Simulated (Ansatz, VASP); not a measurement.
# Two plane-wave programs on NiO2

```xyz
6
Lattice="2.7833 0.0000 0.0000 -1.3917 2.3622 0.0000 0.0000 0.0000 10.8430" Properties=species:S:1:pos:R:3 pbc="T T T"
Ni    0.0000    0.0000    0.0000
Ni    0.0000    0.0000    5.4215
O     1.3917    0.7874    0.9335
O     1.3917    0.7874    4.4880
O     0.0000    1.5748    9.9095
O     0.0000    1.5748    6.3550
```

Change from the starting cell: strain -0.0200 x Voigt [0, 1, 0, 0, 0, 0], atoms carried along.

Alike in both runs: task single point; functional PBEsol; k mesh 12 × 12 × 4; occupations gaussian, width 0.05 eV; no spin polarisation.

|  | VASP | Ansatz |
| --- | --- | --- |
| version | VASP 6.6.1 | Ansatz 0.2.0 |
| potentials or method | VASP PAW PBE potentials, release 64 (Ni_sv_GW, O), cutoff 700 eV | scalar-relativistic, plane waves, PAW |
| valence electrons in the cell | 60 | 60 |

Ansatz gave:

| Item | Value |
| --- | --- |
| gap on the k mesh at the Fermi level (eV) | 1.18 |
| least direct gap on the mesh (eV) | 1.44 |
| pressure (GPa) | 4.3 |
| traceless stress, the component that is largest in VASP (GPa) | 3.64 |
| rms of the force components (eV/Å) | 0.138 |

Question: Estimate VASP's values.

Answer: gap on the k mesh at the Fermi level (eV): 1.17; least direct gap on the mesh (eV): 1.43; pressure (GPa): 3.8; traceless stress, the component that is largest in VASP (GPa): 3.90; rms of the force components (eV/Å): 0.159.

VASP's potentials were made for PBE, not for PBEsol. Atom by atom the forces differ by 0.022 eV/Å (rms over components).
